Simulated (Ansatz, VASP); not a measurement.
One calculation of B, two programs

INCAR

```
SYSTEM = B
ALGO = Normal
EDIFF = 1E-6
ENCUT = 520
GGA = PE
ISIF = 2
ISMEAR = 0
LASPH = .TRUE.
LCHARG = .FALSE.
LREAL = Auto
LWAVE = .FALSE.
NBANDS = 38
NELM = 60
PREC = Accurate
SIGMA = 0.1
```

The input KPOINTS:

```
k-points
0
G
  6 6 1
  0 0 0
```

Contents of POSCAR:

```
B
1.0
    2.7416523400      0.0000000000      0.0000000000
   -1.3708261700      2.3743405800      0.0000000000
    0.0000000000      0.0000000000     17.9430644300
B
16
Direct
    0.3333333300      0.6666666700      0.8279825600
    0.0000000000      0.0000000000      0.7033910600
    0.6666666700      0.3333333300      0.3279487600
    0.6666666700      0.3333333300      0.5783956800
    0.0000000000      0.0000000000      0.4531501100
    0.3333333300      0.6666666700      0.0784143400
    0.0000000000      0.0000000000      0.2030989400
    0.6666666700      0.3333333300      0.9531094600
    0.6666666700      0.3333333300      0.0468905400
    0.6666666700      0.3333333300      0.6720512400
    0.3333333300      0.6666666700      0.9215856600
    0.0000000000      0.0000000000      0.2966089400
    0.0000000000      0.0000000000      0.7969010600
    0.0000000000      0.0000000000      0.5468498900
    0.3333333300      0.6666666700      0.1720174400
    0.6666666700      0.3333333300      0.4216043200
```

Input for Ansatz:

```yaml
crystal:
  lattice:
    - [2.74165234, 0.0, 0.0]
    - [-1.37082617, 2.37434058, 0.0]
    - [0.0, 0.0, 17.94306443]
  atoms:
    - { symbol: B, position: [0.33333333, 0.66666667, 0.82798256] }
    - { symbol: B, position: [0.0, 0.0, 0.70339106] }
    - { symbol: B, position: [0.66666667, 0.33333333, 0.32794876] }
    - { symbol: B, position: [0.66666667, 0.33333333, 0.57839568] }
    - { symbol: B, position: [0.0, 0.0, 0.45315011] }
    - { symbol: B, position: [0.33333333, 0.66666667, 0.07841434] }
    - { symbol: B, position: [0.0, 0.0, 0.20309894] }
    - { symbol: B, position: [0.66666667, 0.33333333, 0.95310946] }
    - { symbol: B, position: [0.66666667, 0.33333333, 0.04689054] }
    - { symbol: B, position: [0.66666667, 0.33333333, 0.67205124] }
    - { symbol: B, position: [0.33333333, 0.66666667, 0.92158566] }
    - { symbol: B, position: [0.0, 0.0, 0.29660894] }
    - { symbol: B, position: [0.0, 0.0, 0.79690106] }
    - { symbol: B, position: [0.0, 0.0, 0.54684989] }
    - { symbol: B, position: [0.33333333, 0.66666667, 0.17201744] }
    - { symbol: B, position: [0.66666667, 0.33333333, 0.42160432] }
basis:
  ecutwfc: 420
kpoints:
  mp_grid: { grid: [6, 6, 1] }
hamiltonian:
  xc: pbe
scf:
  occupations: { method: gaussian, width: 0.1 }
  lower_state_search: "off"
output:
  forces: true
  stress: true
  eigenvalues: true
```

Alike in both runs: task single point; functional PBE; k mesh 6 × 6 × 1; occupations gaussian, width 0.1 eV; no spin polarisation.

|  | VASP | Ansatz |
| --- | --- | --- |
| version | VASP 6.6.1 | Ansatz 0.2.0 |
| potentials or method | VASP PAW PBE potentials, release 64 (B), cutoff 520 eV | scalar-relativistic, plane waves, PAW |
| valence electrons in the cell | 48 | 48 |

|  | VASP | Ansatz | Ansatz less VASP |
| --- | --- | --- | --- |
| gap on the k mesh at the Fermi level (eV) | none | none | - |
| rms of the force components (eV/Å) | 0.154 | 0.155 | +0.0004 |

Atom by atom the forces differ by 0.001 eV/Å (rms over components). A gap of «none» marks a metal or a gap that the smearing closes.

The k mesh is coarse, so the values compare programs but aren't converged.
